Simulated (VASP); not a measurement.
Write the native input for VASP 6.6.1 that does the following.

| Property | Result |
| --- | --- |
| Task | single point |
| Functional | PBE |
| Potentials or basis | VASP PAW PBE potentials, release 64 (Bi_d, O) |
| Cutoff | 520 eV |
| k mesh | 6 × 6 × 4 |
| Occupations | gaussian, width 0.1 eV |
| Spin | no spin polarisation |
| Dipole correction | no |
| Further INCAR settings | ALGO = Normal; EDIFF = 1e-07; NBANDS = 28 |

The structure of BiO4 lies in POSCAR:

```
BiO4
1.0
    4.5221408083      0.0000000000      0.0000000000
   -2.2610704042      3.9162888195      0.0000000000
    0.0000000000      0.0000000000      4.2007801765
Bi O
1 4
Direct
    0.0000000000      0.0000000000      0.8241909134
    0.5000000000      0.0000000000      0.8211295782
    0.0000000000      0.5000000000      0.8211295782
    0.5000000000      0.5000000000      0.8211295782
    0.0000000000      0.0000000000      0.3238615320
```

One way to write it, as run:

INCAR

```
SYSTEM = BiO4
PREC = Accurate
ENCUT = 520
EDIFF = 1E-7
ISMEAR = 0
SIGMA = 0.1
LREAL = .False.
LASPH = .True.
NELM = 60
ALGO = Normal
ISIF = 2
LWAVE = .False.
LCHARG = .True.
GGA = PE
LELF = .True.
LVHAR = .True.
NBANDS = 28
```

KPOINTS

```
regular mesh
0
Gamma
  6 6 4
  0 0 0
```

Potentials or basis: VASP PAW PBE potentials, release 64 (Bi_d, O).

Command:

```bash
$ cat potpaw_PBE.64/Bi_d/POTCAR potpaw_PBE.64/O/POTCAR > POTCAR
$ mpirun -np 1 vasp_std > vasp.out
```

Results of the run:

- Pressure: 0.3 GPa
- Largest force: 0.008 eV/Å

Caveat: the k points lie up to 0.37 Å⁻¹ apart; an odd number of electrons without spin polarisation forces a metal; a magnetic or distorted state may lie lower.

Run time: 25 s on 1 thread of Intel(R) Xeon(R) 6975P-C (Granite Rapids) (shared host), peak memory 0.2 GiB.
